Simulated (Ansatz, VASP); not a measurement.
One calculation of NaCdF4, two programs

```
CELL_PARAMETERS angstrom
4.21788 0.00000 0.00000
0.00000 4.21788 0.00000
0.00000 0.00000 6.51113
ATOMIC_POSITIONS crystal
Na 0.50000 0.50000 0.50000
Cd 0.00000 0.00000 0.00000
F 0.00000 0.00000 0.67461
F 0.50000 0.00000 0.00000
F 0.00000 0.50000 0.00000
F 0.00000 0.00000 0.32539
```

Alike in both runs: functional PBE; k mesh 10 × 10 × 6; occupations gaussian, width 0.1 eV; no spin polarisation.

Ansatz relaxed the structure, and its values are those at the end. VASP's run is a single point on that final structure, the one shown.

|  | VASP | Ansatz |
| --- | --- | --- |
| version | VASP 6.6.1 | Ansatz 0.2.0 |
| potentials or method | VASP PAW PBE potentials, release 64 (Na_pv, Cd, F), cutoff 520 eV | scalar-relativistic, plane waves, PAW |
| valence electrons in the cell | 47 | 57 |

|  | VASP | Ansatz | Ansatz less VASP |
| --- | --- | --- | --- |
| gap on the k mesh at the Fermi level (eV) | none | none | - |
| pressure (GPa) | 0.6 | 0.0 | -0.58 |
| rms of the force components (eV/Å) | 0.051 | 0.001 | -0.0506 |

A gap of «none» marks a metal or a gap that the smearing closes. VASP's potentials hold 47 valence electrons a cell and Ansatz's 57, so a difference there can come from the potentials and not from the codes.
